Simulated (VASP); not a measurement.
# SnTe3 (Fm-3m) in VASP: further runs, part 2 of 2

VASP 6.6.1. Earlier steps stand in the parts before.

## 4. Single point, LDA (volume scaled by 0.98)

INCAR reads:

```
SYSTEM = SnTe3
ALGO = Normal
EDIFF = 1E-6
ENCUT = 520
GGA = CA
ISIF = 2
ISMEAR = -1
LASPH = .True.
LCHARG = .False.
LREAL = .False.
LWAVE = .False.
NBANDS = 24
NELM = 80
PREC = Accurate
SIGMA = 0.05
```

KPOINTS reads:

```
k-points
0
Gamma
  6 6 6
  0 0 0
```

POSCAR reads:

```
SnTe3
1.0
    0.0000000000      3.8353039977      3.8353039977
    3.8353039977      0.0000000000      3.8353039977
    3.8353039977      3.8353039977      0.0000000000
Te Sn
3 1
Direct
    0.5000000000      0.5000000000      0.5000000000
    0.7500000000      0.7500000000      0.7500000000
    0.2500000000      0.2500000000      0.2500000000
    0.0000000000      0.0000000000      0.0000000000
```

Started as:

```console
> cat potpaw_LDA.64/Te/POTCAR potpaw_LDA.64/Sn_d/POTCAR > POTCAR
> mpirun -np 1 vasp_std > vasp.out
```

Run time: 56 s. Hardware: 1 thread of AMD EPYC 7R13, shared host; peak memory 0.19 GiB.

Results (log left out):

```yaml
Free_energy: -15.4123 eV
Pressure: -2.9 GPa
Band_gap_on_the_k_mesh: zero (band 16 reaches 8.21 eV, above the bottom of band 17 at 5.93 eV)
```

Levels at points of the mesh, in eV from the Fermi level:
| k point | band 14 | band 15 | band 16 | band 17 | band 18 | band 19 |
| --- | --- | --- | --- | --- | --- | --- |
| (0.00, 0.00, 0.00) | -3.35 | -3.35 | -1.88 | -1.88 | -1.88 | 3.07 |
| (0.50, 0.00, 0.00) | -2.04 | -1.95 | 0.40 | 0.40 | 1.32 | 1.79 |
| (0.50, 0.50, 0.00) | -0.58 | -0.58 | 0.06 | 0.17 | 0.17 | 2.10 |

Caveat: the cell differs from its parent crystal (volume scaled by 0.98); spin-orbit coupling is left out, which moves the levels of the heavy elements.

## 5. Single point, LDA

This run uses another cell than the first one, of 28.78 Å³/atom, 1.064 times its volume.

INCAR reads:

```
SYSTEM = SnTe3
ALGO = Normal
EDIFF = 1E-6
ENCUT = 520
ISIF = 2
ISMEAR = -1
LASPH = .True.
LCHARG = .True.
LELF = .True.
LREAL = .False.
LVHAR = .True.
LWAVE = .False.
NBANDS = 24
NELM = 80
PREC = Accurate
SIGMA = 0.05
```

KPOINTS is that of step 4.

POSCAR reads:

```
SnTe3
1.0
    0.0000000000      3.8612190000      3.8612190000
    3.8612190000      0.0000000000      3.8612190000
    3.8612190000      3.8612190000      0.0000000000
Te Sn
3 1
Direct
    0.5000000000      0.5000000000      0.5000000000
    0.7500000000      0.7500000000      0.7500000000
    0.2500000000      0.2500000000      0.2500000000
    0.0000000000      0.0000000000      0.0000000000
```

Potentials or basis: VASP PAW LDA potentials, release 64 (Te, Sn_d).

Started as:

```console
> cat potpaw_LDA.64/Te/POTCAR potpaw_LDA.64/Sn_d/POTCAR > POTCAR
> mpirun -np 1 vasp_std > vasp.out
```

OUTCAR:

```text
SYSTEM = SnTe3
   EDIFF = 1E-6
   ENCUT = 520
   ISIF = 2
   ISMEAR = -1
   LASPH = .True.
   LREAL = .False.
   NELM = 80
   PREC = Accurate

 ion  position               nearest neighbor table
   1  0.500  0.500  0.500-   3 3.34   3 3.34   3 3.34   2 3.34   3 3.34   2 3.34   2 3.34   2 3.34

   2  0.750  0.750  0.750-   1 3.34   1 3.34   1 3.34   1 3.34   4 3.34   4 3.34   4 3.34   4 3.34

   3  0.250  0.250  0.250-   4 3.34   4 3.34   4 3.34   1 3.34   4 3.34   1 3.34   1 3.34   1 3.34

   4  0.000  0.000  0.000-   2 3.34   2 3.34   2 3.34   2 3.34   3 3.34   3 3.34   3 3.34   3 3.34

  LATTYP: Found a face centered cubic cell.
 ALAT       =     7.7224380000

  Lattice vectors:

 A1 = (   0.0000000000,   3.8612190000,   3.8612190000)
 A2 = (   3.8612190000,   0.0000000000,   3.8612190000)
 A3 = (   3.8612190000,   3.8612190000,   0.0000000000)

Analysis of symmetry for initial positions (statically):
=====================================================================
 Subroutine PRICEL returns:
 Original cell was already a primitive cell.

 Routine SETGRP: Setting up the symmetry group for a
 face centered cubic supercell.

 Subroutine GETGRP returns: Found 48 space group operations
 (whereof 48 operations were pure point group operations)
 out of a pool of 48 trial point group operations.

The static configuration has the point symmetry O_h .

Analysis of symmetry for dynamics (positions and initial velocities):
=====================================================================
 Subroutine PRICEL returns:
 Original cell was already a primitive cell.

 Routine SETGRP: Setting up the symmetry group for a
 face centered cubic supercell.

 Subroutine GETGRP returns: Found 48 space group operations
 (whereof 48 operations were pure point group operations)
 out of a pool of 48 trial point group operations.

The dynamic configuration has the point symmetry O_h .

 Subroutine INISYM returns: Found 48 space group operations
 (whereof 48 operations are pure point group operations),
 and found     1 'primitive' translations

----------------------------------------------------------------------------------------

                                     Primitive cell

  volume of cell :     115.1339

  direct lattice vectors                    reciprocal lattice vectors
     0.000000000  3.861219000  3.861219000    -0.129492785  0.129492785  0.129492785
     3.861219000  0.000000000  3.861219000     0.129492785 -0.129492785  0.129492785
     3.861219000  3.861219000  0.000000000     0.129492785  0.129492785 -0.129492785

  length of vectors
     5.460588277  5.460588277  5.460588277     0.224288082  0.224288082  0.224288082

  position of ions in fractional coordinates (direct lattice)
     0.500000000  0.500000000  0.500000000
     0.750000000  0.750000000  0.750000000
     0.250000000  0.250000000  0.250000000
     0.000000000  0.000000000  0.000000000

  ion indices of the primitive-cell ions
   primitive index   ion index
                 1           1
                 2           2
                 3           3
                 4           4

----------------------------------------------------------------------------------------

 KPOINTS: k-points

Automatic generation of k-mesh.
 Grid dimensions read from file:
 generate k-points for:    6    6    6

 Generating k-lattice:

  Cartesian coordinates                     Fractional coordinates (reciprocal lattice)
    -0.021582131  0.021582131  0.021582131     0.166666667  0.000000000  0.000000000
     0.021582131 -0.021582131  0.021582131     0.000000000  0.166666667  0.000000000
     0.021582131  0.021582131 -0.021582131     0.000000000  0.000000000  0.166666667

  Length of vectors
     0.037381347  0.037381347  0.037381347

  Shift w.r.t. Gamma in fractional coordinates (k-lattice)
     0.000000000  0.000000000  0.000000000

 Subroutine IBZKPT returns following result:
 ===========================================

 Found     16 irreducible k-points:

 Following reciprocal coordinates:
            Coordinates               Weight
  0.000000  0.000000  0.000000      1.000000
  0.166667  0.000000  0.000000      8.000000
  0.333333  0.000000  0.000000      8.000000
  0.500000  0.000000  0.000000      4.000000
  0.166667  0.166667  0.000000      6.000000
  0.333333  0.166667  0.000000     24.000000
[... 8 lines left out ...]
 -0.333333  0.333333  0.166667     24.000000
 -0.333333  0.500000  0.166667     12.000000
   k-points           NKPTS =     16   k-points in BZ     NKDIM =     16   number of bands    NBANDS=     24
   number of dos      NEDOS =    301   number of ions     NIONS =      4
   total plane-waves  NPLWV =  74088
   dimension x,y,z NGX =    42 NGY =   42 NGZ =   42
   dimension x,y,z NGXF=    84 NGYF=   84 NGZF=   84
   ions per type =               3   1
   NGX,Y,Z   is equivalent  to a cutoff of  12.79, 12.79, 12.79 a.u.
   NGXF,Y,Z  is equivalent  to a cutoff of  25.57, 25.57, 25.57 a.u.
 SYSTEM =  SnTe3
   PREC   = accura    normal or accurate (medium, high low for compatibility)
   ISTART =      0    job   : 0-new  1-cont  2-samecut
   ICHARG =      2    charge: 1-file 2-atom 10-const
   ISPIN  =      1    spin polarized calculation?
   LNONCOLLINEAR =      F non collinear calculations
   LSORBIT =      F    spin-orbit coupling
   LASPH  =      T    aspherical Exc in radial PAW
   ENCUT  =  520.0 eV  38.22 Ry    6.18 a.u.  10.15 10.15 10.15*2*pi/ulx,y,z
   NELM   =     80;   NELMIN=  2; NELMDL= -5     # of ELM steps
   EDIFF  = 0.1E-05   stopping-criterion for ELM
   LREAL  =      F    real-space projection
   EDIFFG = 0.1E-04   stopping-criterion for IOM
   NSW    =      0    number of steps for IOM
   IBRION =     -1    ionic relax: 0-MD 1-quasi-New 2-CG
   NFREE  =      0    steps in history (QN), initial steepest desc. (CG)
   ISIF   =      2    stress and relaxation
   ISYM   =      2    0-nonsym 1-usesym 2-fastsym
   POTIM  = 0.5000    time-step for ionic-motion
   TEBEG  =    0.0;   TEEND  =   0.0 temperature during run
   PSTRESS=    0.0 pullay stress
   NELECT =      32.0000    total number of electrons
   NUPDOWN=      -1.0000    fix difference up-down
   EMIN   =  10.00;   EMAX   =-10.00  energy-range for DOS
   EFERMI =   0.00;   METHOD = LEGACY
   ISMEAR =    -1;   SIGMA  =   0.05  broadening in eV -4-tet -1-fermi 0-gaus
   EFERMI_NEDOS =   21; number of points for ismear=-14 and -15
   IALGO  =     38    algorithm
   IMIX   =      4    mixing-type and parameters
     AMIX     =   0.40;   BMIX     =  1.00
     AMIX_MAG =   1.60;   BMIX_MAG =  1.00
  volume/ion in A,a.u.               =      28.78       194.24
  Fermi-wavevector in a.u.,A,eV,Ry     =   1.068375  2.018936 15.530032  1.141425
  Thomas-Fermi vector in A             =   2.204021
   LORBIT       =      0    0 simple, 1 ext, 2 COOP (PROOUT), +10 PAW based schemes
   GGA     = CA    functional components
   LHFCALC =     F    Hartree Fock is set to
   AEXX    =    0.0000 exact exchange contribution
   IVDW    =     0    specifies the selected vdW correction
   LEPSILON=     F    determine dielectric tensor
   LRPA    =     F    only Hartree local field effects (RPA)
 non-spin polarized calculation
  energy-cutoff  :      520.00
  volume of cell :      115.13
 maximum number of plane-waves:      3138
 NGX is ok and might be reduce to    42
   NGX = 21   NGY = 21   NGZ = 21

 number of electron      31.9999997 magnetization

 Free energy of the ion-electron system (eV)
  ---------------------------------------------------
  ext. energy  EPLUGINS =         0.00000000
  ---------------------------------------------------
  free energy    TOTEN  =       -15.36484240 eV

  energy without entropy =      -15.33260311  energy(sigma->0) =      -15.34872276

 E-fermi :   7.5339     XC(G=0): -10.2141

 val. band max:        7.5271458464   @ k =   0.3333   0.0000   0.0000
 cond. band min:       7.5888453883   @ k =   0.5000   0.5000   0.0000
 fundamental gap:      0.0616995419
 Fermi energy:         7.5339009548

 k-point     1 :       0.0000    0.0000    0.0000
  band No.  band energies     occupation
      1     -13.9568      2.00000
      2     -13.9568      2.00000
      3     -13.9568      2.00000
      4     -13.9519      2.00000
      5     -13.9519      2.00000
      6      -5.9276      2.00000
[... 421 lines left out ...]
     23      13.9796      0.00000
     24      14.1758      0.00000

------------------------ aborting loop because EDIFF is reached ----------------------------------------

  FORCE on cell =-STRESS in cart. coord.  units (eV):
  Direction    XX          YY          ZZ          XY          YZ          ZX
  --------------------------------------------------------------------------------------
  -------------------------------------------------------------------------------------
  Total       -2.7131545     -2.7131545     -2.7131545      0.0000000     -0.0000000     -0.0000000
  in kB      -37.7556379    -37.7556379    -37.7556379      0.0000000     -0.0000000     -0.0000000
  external PRESSURE =     -37.7556379 kB  Pullay stress =       0.0000000 kB

 VOLUME and BASIS-vectors are now :
 -----------------------------------------------------------------------------
  energy-cutoff  :      520.00
  volume of cell :      115.13
      direct lattice vectors                 reciprocal lattice vectors
     0.000000000  3.861219000  3.861219000    -0.129492785  0.129492785  0.129492785
     3.861219000  0.000000000  3.861219000     0.129492785 -0.129492785  0.129492785
     3.861219000  3.861219000  0.000000000     0.129492785  0.129492785 -0.129492785

 POSITION                                       TOTAL-FORCE (eV/Angst)
 -----------------------------------------------------------------------------------
      3.86122      3.86122      3.86122         0.000000     -0.000000      0.000000
      5.79183      5.79183      5.79183         0.000000      0.000000      0.000000
      1.93061      1.93061      1.93061        -0.000000     -0.000000     -0.000000
      0.00000      0.00000      0.00000         0.000000     -0.000000      0.000000
 -----------------------------------------------------------------------------------
    total drift:                               -0.000000      0.000000      0.000000

  FREE ENERGIE OF THE ION-ELECTRON SYSTEM (eV)
  ---------------------------------------------------
  free  energy   TOTEN  =       -15.3648424042 eV

  energy  without entropy=      -15.3326031103  energy(sigma->0) =      -15.34872276
```

stdout:

```text
POSCAR found type information on POSCAR TeSn
 POSCAR found :  2 types and       4 ions
 scaLAPACK will be used
 LDA part: xc-table for (Slater(with rela. corr.)+CA(PZ))
 , standard interpolation
 POSCAR, INCAR and KPOINTS ok, starting setup
 FFT: planning ... GRIDC
 FFT: planning ... GRID_SOFT
 FFT: planning ... GRID
 WAVECAR not read
 entering main loop
```

Run time: 72 s. Hardware: 1 thread of AMD EPYC 7R13, shared host; peak memory 0.2 GiB.

Results:

```yaml
Free_energy: -15.3648 eV
Pressure: -3.8 GPa
Band_gap_on_the_k_mesh: zero (band 16 reaches 7.94 eV, above the bottom of band 17 at 5.72 eV)
```

Caveat: spin-orbit coupling is left out, which moves the levels of the heavy elements.

## 6. The runs side by side

```csv
cell,gap on the mesh (eV),pressure (GPa)
"a = 5.349 Å, angles 60.0°, 4 atoms",none,-0.7
"a = 5.387 Å, angles 60.0°, 4 atoms",none,-1.8
"a = 5.424 Å, angles 60.0°, 4 atoms",none,-2.9
"a = 5.461 Å, angles 60.0°, 4 atoms",none,-3.8
```

Alike in all rows: task single point; level LDA; potentials or basis VASP PAW LDA potentials, release 64 (Te, Sn_d); no spin polarisation; k mesh 6 × 6 × 6; cutoff (eV) 520; smearing fermi-dirac 0.05 eV.

Caveats: spin-orbit coupling is left out, which moves the levels of the heavy elements.

Absolute energies hang on the potentials; compare differences alone.
